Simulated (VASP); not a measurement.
Here is a VASP 6.6.1 calculation.

The input INCAR:

```
SYSTEM = Cr
  PREC = Accurate
  ENCUT = 520
  EDIFF = 1E-6
  ISMEAR = -1
  SIGMA = 0.1
  LREAL = .False.
  LASPH = .True.
  NELM = 100
  ALGO = Normal
  ISIF = 2
  LWAVE = .False.
  LCHARG = .False.
  GGA = PS
  NBANDS = 25
```

File KPOINTS:

```
Automatic mesh
0
Gamma
  10 10 16
  0 0 0
```

The input POSCAR:

```
Cr
1.0
    4.1283973934      0.0000000000      0.0000000000
   -2.0641986967      3.5752970196      0.0000000000
    0.0000000000      0.0000000000      2.2284444285
Cr
3
Direct
    0.0000000000      1.0000000000      0.0000000000
    0.3333333333      0.6666666667      0.5000000000
    0.6666666667      0.3333333333      0.5000000000
```

Potentials or basis: VASP PAW PBE potentials, release 64 (Cr_pv).

Run with:

```console
$ cat potpaw_PBE.64/Cr_pv/POTCAR > POTCAR
$ mpirun -np 1 vasp_std > vasp.out
```

Question: Predict the band gap on the k mesh.

Answer: Zero (bands 18 and 19 overlap by 0.95 eV).

Question: What does it give for the pressure?

Answer: 11.2 GPa.

Stress tensor (GPa, compression positive):
```
10.60  0.00  0.00
 0.00 10.60  0.00
 0.00  0.00 12.34
```

Caveat: the cell stands under pressure; the PAW data sets were made with another functional, which shifts forces and pressure a little; the run has no spin polarisation, though such a crystal can be magnetic. Spin polarisation is off, so any magnetic state and its effect on volume and gap are missing.
